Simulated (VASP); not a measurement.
# Cd3Te2Se (P3m1) in VASP: notebook

Runs on Cd3Te2Se. Level: PBE. Tasks: single point.

All numbers are computed with VASP 6.6.1; they aren't measurements. Logs are shortened: lines on timing, memory, paths and dates and some standing lists are left out, and cuts for length are marked.

## (1) The cell of the first run

It takes space group P3m1 (No. 156, trigonal). Conventional cell: a = 4.583 Å, b = 4.583 Å, c = 11.213 Å, α = 90.00°, β = 90.00°, γ = 120.00°. Cd (site symmetry 3m) has 4 Te at 2.84 to 2.85 Å within 3.7 Å. Cd (site symmetry 3m) has 1 Se at 2.68 Å and 3 Te at 2.84 Å within 3.5 Å. Within 3.6 Å of Cd (site symmetry 3m) lie 3 Se at 2.76 Å and 1 Te at 2.86 Å. Within 3.7 Å of Te (site symmetry 3m) lie 4 Cd at 2.84 to 2.85 Å. Within 3.7 Å of Te (site symmetry 3m) lie 4 Cd at 2.84 to 2.86 Å. Se (site symmetry 3m) has 4 Cd at 2.68 to 2.76 Å within 3.5 Å.

## (2) Single point, PBE

File INCAR:

```
PREC     = Accurate       # precision mode
ENCUT    = 520            # plane-wave cutoff, eV
EDIFF    = 1E-7           # SCF threshold, eV
ISMEAR   = 0              # smearing method
SIGMA    = 0.1            # smearing width, eV
LREAL    = False          # projectors in reciprocal space
LASPH    = True           # aspherical terms in the spheres
NELM     = 80             # most SCF steps
ALGO     = Normal         # electronic algorithm
ISIF     = 2              # what is computed and relaxed
LWAVE    = False          # write WAVECAR
LCHARG   = False          # write CHGCAR
GGA      = PE             # functional
NBANDS   = 36             # bands
```

File KPOINTS:

```
Automatic mesh
0
Gamma
  6 6 2
```

File POSCAR:

```
Cd3Te2Se
1.0
    4.5828216516      0.0000000000      0.0000000000
   -2.2914108258      3.9688399713      0.0000000000
    0.0000000000      0.0000000000     11.2126564223
Cd Te Se
3 2 1
Direct
    0.0000000000      0.0000000000     -0.0006495489
    0.3333333333      0.6666666667      0.6541370799
    0.6666666667      0.3333333333      0.3459817289
    0.0000000000      0.0000000000      0.7451071980
    0.6666666667      0.3333333333      0.0904998584
    0.3333333333      0.6666666667      0.4149236837
```

Potentials or basis: VASP PAW PBE potentials, release 64 (Cd, Te, Se).

Command:

```sh
$ cat potpaw_PBE.64/Cd/POTCAR potpaw_PBE.64/Te/POTCAR potpaw_PBE.64/Se/POTCAR > POTCAR
$ mpirun -np 1 vasp_std > vasp.out
```

OUTCAR:

```text
PREC = Accurate
   ENCUT = 520
   EDIFF = 1E-7
   ISMEAR = 0
   LREAL = False
   LASPH = True
   NELM = 80
   ISIF = 2
   GGA = PE

 ion  position               nearest neighbor table
   1  0.000  0.000  0.999-   5 2.84   5 2.84   5 2.84   4 2.85
   2  0.333  0.667  0.654-   6 2.68   4 2.84   4 2.84   4 2.84
   3  0.667  0.333  0.346-   6 2.76   6 2.76   6 2.76   5 2.86
   4  0.000  0.000  0.745-   2 2.84   2 2.84   2 2.84   1 2.85
   5  0.667  0.333  0.090-   1 2.84   1 2.84   1 2.84   3 2.86
   6  0.333  0.667  0.415-   2 2.68   3 2.76   3 2.76   3 2.76

  LATTYP: Found a hexagonal cell.
 ALAT       =     4.5828216516
 C/A-ratio  =     2.4466709104

  Lattice vectors:

 A1 = (   4.5828216516,   0.0000000000,   0.0000000000)
 A2 = (  -2.2914108258,   3.9688399713,   0.0000000000)
 A3 = (   0.0000000000,   0.0000000000,  11.2126564223)

Analysis of symmetry for initial positions (statically):
=====================================================================
 Subroutine PRICEL returns:
 Original cell was already a primitive cell.

 Routine SETGRP: Setting up the symmetry group for a
 hexagonal supercell.

 Subroutine GETGRP returns: Found  6 space group operations
 (whereof  6 operations were pure point group operations)
 out of a pool of 24 trial point group operations.

The static configuration has the point symmetry C_3v.

Analysis of symmetry for dynamics (positions and initial velocities):
=====================================================================
 Subroutine PRICEL returns:
 Original cell was already a primitive cell.

 Routine SETGRP: Setting up the symmetry group for a
 hexagonal supercell.

 Subroutine GETGRP returns: Found  6 space group operations
 (whereof  6 operations were pure point group operations)
 out of a pool of 24 trial point group operations.

The dynamic configuration has the point symmetry C_3v.

 Subroutine INISYM returns: Found  6 space group operations
 (whereof  6 operations are pure point group operations),
 and found     1 'primitive' translations

----------------------------------------------------------------------------------------

                                     Primitive cell

  volume of cell :     203.9412

  direct lattice vectors                    reciprocal lattice vectors
     4.582821652  0.000000000  0.000000000     0.218206179  0.125981396  0.000000000
    -2.291410826  3.968839971  0.000000000     0.000000000  0.251962792  0.000000000
     0.000000000  0.000000000 11.212656422     0.000000000  0.000000000  0.089184932

  length of vectors
     4.582821652  4.582821652 11.212656422     0.251962792  0.251962792  0.089184932

  position of ions in fractional coordinates (direct lattice)
     0.000000000  0.000000000  0.999350451
     0.333333333  0.666666667  0.654137080
     0.666666667  0.333333333  0.345981729
     0.000000000  0.000000000  0.745107198
     0.666666667  0.333333333  0.090499858
     0.333333333  0.666666667  0.414923684

  ion indices of the primitive-cell ions
   primitive index   ion index
                 1           1
                 2           2
                 3           3
                 4           4
                 5           5
                 6           6

----------------------------------------------------------------------------------------

 KPOINTS: Automatic mesh

Automatic generation of k-mesh.
 Grid dimensions read from file:
 generate k-points for:    6    6    2

 Generating k-lattice:

  Cartesian coordinates                     Fractional coordinates (reciprocal lattice)
     0.036367696  0.020996899  0.000000000     0.166666667 -0.000000000  0.000000000
     0.000000000  0.041993799  0.000000000     0.000000000  0.166666667  0.000000000
     0.000000000  0.000000000  0.044592466     0.000000000  0.000000000  0.500000000

  Length of vectors
     0.041993799  0.041993799  0.044592466

  Shift w.r.t. Gamma in fractional coordinates (k-lattice)
     0.000000000  0.000000000  0.000000000

 Subroutine IBZKPT returns following result:
 ===========================================

 Found     14 irreducible k-points:

 Following reciprocal coordinates:
            Coordinates               Weight
  0.000000  0.000000  0.000000      1.000000
  0.166667 -0.000000  0.000000      6.000000
  0.333333  0.000000  0.000000      6.000000
  0.500000  0.000000  0.000000      3.000000
  0.166667  0.166667  0.000000      6.000000
  0.333333  0.166667  0.000000     12.000000
  0.333333  0.333333  0.000000      2.000000
  0.000000  0.000000  0.500000      1.000000
  0.166667 -0.000000  0.500000      6.000000
  0.333333  0.000000  0.500000      6.000000
  0.500000  0.000000  0.500000      3.000000
  0.166667  0.166667  0.500000      6.000000
  0.333333  0.166667  0.500000     12.000000
  0.333333  0.333333  0.500000      2.000000
   k-points           NKPTS =     14   k-points in BZ     NKDIM =     14   number of bands    NBANDS=     36
   number of dos      NEDOS =    301   number of ions     NIONS =      6
   total plane-waves  NPLWV = 108864
   dimension x,y,z NGX =    36 NGY =   36 NGZ =   84
   dimension x,y,z NGXF=    72 NGYF=   72 NGZF=  168
   ions per type =               3   2   1
   NGX,Y,Z   is equivalent  to a cutoff of  13.06, 13.06, 12.45 a.u.
   NGXF,Y,Z  is equivalent  to a cutoff of  26.12, 26.12, 24.91 a.u.
 SYSTEM =  unknown system
   PREC   = accura    normal or accurate (medium, high low for compatibility)
   ISTART =      0    job   : 0-new  1-cont  2-samecut
   ICHARG =      2    charge: 1-file 2-atom 10-const
   ISPIN  =      1    spin polarized calculation?
   LNONCOLLINEAR =      F non collinear calculations
   LSORBIT =      F    spin-orbit coupling
   LASPH  =      T    aspherical Exc in radial PAW
   ENCUT  =  520.0 eV  38.22 Ry    6.18 a.u.   8.52  8.52 20.85*2*pi/ulx,y,z
   NELM   =     80;   NELMIN=  2; NELMDL= -5     # of ELM steps
   EDIFF  = 0.1E-06   stopping-criterion for ELM
   LREAL  =      F    real-space projection
   EDIFFG = 0.1E-05   stopping-criterion for IOM
   NSW    =      0    number of steps for IOM
   IBRION =     -1    ionic relax: 0-MD 1-quasi-New 2-CG
   NFREE  =      0    steps in history (QN), initial steepest desc. (CG)
   ISIF   =      2    stress and relaxation
   ISYM   =      2    0-nonsym 1-usesym 2-fastsym
   POTIM  = 0.5000    time-step for ionic-motion
   TEBEG  =    0.0;   TEEND  =   0.0 temperature during run
   PSTRESS=    0.0 pullay stress
   NELECT =      54.0000    total number of electrons
   NUPDOWN=      -1.0000    fix difference up-down
   EMIN   =  10.00;   EMAX   =-10.00  energy-range for DOS
   EFERMI =   0.00;   METHOD = LEGACY
   ISMEAR =     0;   SIGMA  =   0.10  broadening in eV -4-tet -1-fermi 0-gaus
   EFERMI_NEDOS =   21; number of points for ismear=-14 and -15
   IALGO  =     38    algorithm
   IMIX   =      4    mixing-type and parameters
     AMIX     =   0.40;   BMIX     =  1.00
     AMIX_MAG =   1.60;   BMIX_MAG =  1.00
  volume/ion in A,a.u.               =      33.99       229.38
  Fermi-wavevector in a.u.,A,eV,Ry     =   1.051246  1.986567 15.036048  1.105118
  Thomas-Fermi vector in A             =   2.186282
   LORBIT       =      0    0 simple, 1 ext, 2 COOP (PROOUT), +10 PAW based schemes
   GGA     = PE    functional components
   LHFCALC =     F    Hartree Fock is set to
   AEXX    =    0.0000 exact exchange contribution
   IVDW    =     0    specifies the selected vdW correction
   LEPSILON=     F    determine dielectric tensor
   LRPA    =     F    only Hartree local field effects (RPA)
 non-spin polarized calculation
 Gauss-broadening in eV      SIGMA  =   0.10
  energy-cutoff  :      520.00
  volume of cell :      203.94
 maximum number of plane-waves:      5543
 NGX is ok and might be reduce to    36
   NGX = 17   NGY = 17   NGZ = 41

 number of electron      54.0000018 magnetization

 Free energy of the ion-electron system (eV)
  ---------------------------------------------------
  ext. energy  EPLUGINS =         0.00000000
  ---------------------------------------------------
  free energy    TOTEN  =       -15.02643836 eV

  energy without entropy =      -15.02597096  energy(sigma->0) =      -15.02620466

 E-fermi :   1.7150     XC(G=0):  -8.4172

 val. band max:        1.5779502858   @ k =   0.0000   0.0000   0.0000
 cond. band min:       1.8284925696   @ k =   0.0000   0.0000   0.0000
 fundamental gap:      0.2505422838
 Fermi energy:         1.7150368394

 k-point     1 :       0.0000    0.0000    0.0000
  band No.  band energies     occupation
      1     -10.8248      2.00000
      2      -9.2557      2.00000
      3      -9.0874      2.00000
      4      -6.5802      2.00000
      5      -6.5802      2.00000
      6      -6.5677      2.00000
[... 28 lines left out ...]
     35       6.9840      0.00000
     36       7.1183      0.00000

 k-point     2 :       0.1667   -0.0000    0.0000
  band No.  band energies     occupation
      1     -10.7828      2.00000
      2      -9.1834      2.00000
      3      -9.0359      2.00000
      4      -6.5611      2.00000
      5      -6.5585      2.00000
      6      -6.5304      2.00000
[... 28 lines left out ...]
     35       6.8554      0.00000
     36       7.2230      0.00000

 k-point     3 :       0.3333    0.0000    0.0000
  band No.  band energies     occupation
      1     -10.6984      2.00000
      2      -9.0335      2.00000
      3      -8.9394      2.00000
      4      -6.5375      2.00000
      5      -6.5185      2.00000
      6      -6.4802      2.00000
[... 28 lines left out ...]
     35       7.3787      0.00000
     36       7.8527      0.00000
[... 352 lines left out ...]
 k-point    13 :       0.3333    0.1667    0.5000
  band No.  band energies     occupation
      1     -10.6565      2.00000
      2      -8.9530      2.00000
      3      -8.9000      2.00000
      4      -6.5167      2.00000
      5      -6.5041      2.00000
      6      -6.4672      2.00000
[... 28 lines left out ...]
     35       7.4637      0.00000
     36       7.7671      0.00000

 k-point    14 :       0.3333    0.3333    0.5000
  band No.  band energies     occupation
      1     -10.6360      2.00000
      2      -8.8986      2.00000
      3      -8.8963      2.00000
      4      -6.5021      2.00000
      5      -6.4921      2.00000
      6      -6.4709      2.00000
[... 28 lines left out ...]
     35       7.4699      0.00000
     36       7.5097      0.00000

------------------------ aborting loop because EDIFF is reached ----------------------------------------

  FORCE on cell =-STRESS in cart. coord.  units (eV):
  Direction    XX          YY          ZZ          XY          YZ          ZX
  --------------------------------------------------------------------------------------
  -------------------------------------------------------------------------------------
  Total        0.2151051      0.2151051      0.2143789     -0.0000000      0.0000000      0.0000000
  in kB        1.6898812      1.6898812      1.6841764     -0.0000000      0.0000000      0.0000000
  external PRESSURE =       1.6879796 kB  Pullay stress =       0.0000000 kB

 VOLUME and BASIS-vectors are now :
 -----------------------------------------------------------------------------
  energy-cutoff  :      520.00
  volume of cell :      203.94
      direct lattice vectors                 reciprocal lattice vectors
     4.582821652  0.000000000  0.000000000     0.218206179  0.125981396  0.000000000
    -2.291410826  3.968839971  0.000000000     0.000000000  0.251962792  0.000000000
     0.000000000  0.000000000 11.212656422     0.000000000  0.000000000  0.089184932

 POSITION                                       TOTAL-FORCE (eV/Angst)
 -----------------------------------------------------------------------------------
      0.00000      0.00000     11.20537         0.000000     -0.000000      0.002398
     -0.00000      2.64589      7.33461        -0.000000      0.000000      0.001746
      2.29141      1.32295      3.87937         0.000000     -0.000000      0.001645
      0.00000      0.00000      8.35463        -0.000000     -0.000000      0.004066
      2.29141      1.32295      1.01474         0.000000     -0.000000      0.008218
     -0.00000      2.64589      4.65240         0.000000     -0.000000     -0.018073
 -----------------------------------------------------------------------------------
    total drift:                                0.000001     -0.000000      0.000003

  FREE ENERGIE OF THE ION-ELECTRON SYSTEM (eV)
  ---------------------------------------------------
  free  energy   TOTEN  =       -15.0264383590 eV

  energy  without entropy=      -15.0259709598  energy(sigma->0) =      -15.02620466
```

It took 86 s on 1 thread of Oxide Virtual Turin-like, shared host; peak memory 0.33 GiB.

What came out:

| Item | Value |
| --- | --- |
| Free energy | -15.0264 eV |
| Pressure | 0.2 GPa |
| Largest force | 0.018 eV/Å |
| Band gap on the k mesh | 0.25 eV |

Forces in eV/Å, atoms in the order of the input:
```
Cd   0.000  0.000  0.002
Cd   0.000  0.000  0.002
Cd   0.000  0.000  0.002
Te   0.000  0.000  0.004
Te   0.000  0.000  0.008
Se   0.000  0.000 -0.018
```

Caveat: semilocal functionals underestimate gaps, and a narrow one can read as zero; spin-orbit coupling is left out, which moves the levels of the heavy elements.

## (3) Single point, PBE

File INCAR:

```
PREC = Accurate ; ENCUT = 520
EDIFF = 1E-7 ; ISMEAR = 0
SIGMA = 0.01 ; LREAL = F
LASPH = T ; NELM = 60
ALGO = Normal ; ISIF = 2
LWAVE = F ; LCHARG = F
GGA = PE ; NBANDS = 36
```

File KPOINTS:

```
Automatic mesh
0
Gamma
  12 12 4
```

File POSCAR:

```
Cd3Te2Se
1.0
    4.5827997755      0.0000000000      0.0000000000
   -2.2913998877      3.9688210260      0.0000000000
    0.0000000000      0.0000000000     11.2191143708
Cd Te Se
3 2 1
Direct
    0.0000000000      0.0000000000      0.9994554584
    0.3333333333      0.6666666667      0.6538565515
    0.6666666667      0.3333333333      0.3461470965
    0.0000000000      0.0000000000      0.7451124881
    0.6666666667      0.3333333333      0.0907010639
    0.3333333333      0.6666666667      0.4147273416
```

Potentials or basis: VASP PAW PBE potentials, release 64 (Cd, Te, Se).

Command:

```sh
$ cat potpaw_PBE.64/Cd/POTCAR potpaw_PBE.64/Te/POTCAR potpaw_PBE.64/Se/POTCAR > POTCAR
$ mpirun -np 1 vasp_std > vasp.out
```

Wall time 6.3 min (1 thread of Oxide Virtual Turin-like, shared host); peak memory 0.6 GiB.

Results (log left out):

```yaml
Free_energy: -15.0385 eV
Pressure: 0.1 GPa
Largest_force: 0.012 eV/Å
Band_gap_on_the_k_mesh: 0.25 eV
```

Forces on the atoms (eV/Å):
```
Cd   0.000  0.000  0.000
Cd   0.000  0.000  0.012
Cd   0.000  0.000 -0.005
Te   0.000  0.000  0.001
Te   0.000  0.000  0.000
Se   0.000  0.000 -0.008
```

Levels at points of the mesh, in eV from the valence-band top:
```
           k point  band 24  band 25  band 26  band 27  band 28  band 29  band 30  band 31
(0.00, 0.00, 0.00)    -0.42    -0.21     0.00     0.00     0.25     1.81     2.15     4.86
(0.50, 0.00, 0.00)    -1.63    -1.55    -1.17    -0.91     2.48     2.74     2.82     2.88
(0.00, 0.00, 0.50)    -0.33    -0.33    -0.08    -0.08     1.14     1.87     2.05     4.49
(0.50, 0.00, 0.50)    -1.86    -1.39    -0.83    -0.74     1.75     2.84     3.04     3.56
```

Caveat: semilocal functionals underestimate gaps, and a narrow one can read as zero; spin-orbit coupling is left out, which moves the levels of the heavy elements.
